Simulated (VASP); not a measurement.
Write the native input for VASP 6.6.1 that does the following.

- Task: relaxation of cell and atoms
- Functional: r2SCAN
- Potentials or basis: VASP PAW PBE potentials, release 64 (Au)
- Cutoff: 600 eV
- k mesh: 18 × 18 × 18
- Occupations: gaussian, width 0.1 eV
- Spin: no spin polarisation
- Target pressure: 8 GPa
- Dipole correction: no
- Further INCAR settings: ALGO = Normal; EDIFF = 1e-06; IBRION = 2; EDIFFG = -0.008; NSW = 70; ISIF = 3

Crystal: Au.

```xyz
1
Lattice="0.0000 2.0301 2.0301 2.0301 0.0000 2.0301 2.0301 2.0301 0.0000" Properties=species:S:1:pos:R:3 pbc="T T T"
Au    0.0000    0.0000    0.0000
```

These files were run (other wordings do the same):

POSCAR

```
Au
1.0
    0.0000000000      2.0301273081      2.0301273081
    2.0301273081      0.0000000000      2.0301273081
    2.0301273081      2.0301273081      0.0000000000
Au
1
Direct
    0.0000000000      0.0000000000      0.0000000000
```

INCAR.step1

```
SYSTEM = Au
ALGO = Normal
EDIFF = 1E-4
ENCUT = 600
GGA = PE
ISMEAR = 0
LASPH = .True.
LCHARG = .False.
LREAL = .False.
LWAVE = .True.
NELM = 100
PREC = Accurate
SIGMA = 0.1
```

INCAR.step2

```
SYSTEM = Au
ALGO = Normal
EDIFF = 1E-6
EDIFFG = -0.008
ENCUT = 600
IBRION = 2
ISIF = 3
ISMEAR = 0
ISTART = 1
LASPH = .True.
LCHARG = .False.
LMIXTAU = .True.
LREAL = .False.
LWAVE = .False.
METAGGA = R2SCAN
NELM = 100
NSW = 70
PREC = Accurate
PSTRESS = 80.0
SIGMA = 0.1
```

KPOINTS

```
k-points
0
Gamma
  18 18 18
  0 0 0
```

Potentials or basis: VASP PAW PBE potentials, release 64 (Au).

The run is started by

```bash
$ cat potpaw_PBE.64/Au/POTCAR > POTCAR
$ cp INCAR.step1 INCAR
$ mpirun -np 1 vasp_std > vasp.out
$ cp INCAR.step2 INCAR
$ mpirun -np 1 vasp_std > vasp.out
```

It gave:

```
Relaxed volume                                             : 16.80 Å³/atom
Relaxed cell                                               : a = 2.875 Å, b = 2.875 Å, c = 2.875 Å, α = 60.00°, β = 60.00°, γ = 60.00°
Space group after relaxing (to 0.1 Å)                      : Fm-3m (No. 225)
Energy change on relaxing (the run minimises the enthalpy) : -3.6 meV/atom
Ionic steps                                                : 3
Pressure after relaxing                                    : 8.0 GPa
Band gap on the k mesh                                     : zero (an odd number of electrons rules out a gap without spin polarisation)
```

Caveat: the cell is relaxed towards a set pressure, so the run minimises the enthalpy, not the energy; the PAW data sets were made with another functional, which shifts forces and pressure a little; spin-orbit coupling is left out, which moves the levels of the heavy elements.

Run time: 11 min on 1 thread of AMD EPYC 7R13, with other jobs on the host, peak memory 0.15 GiB.
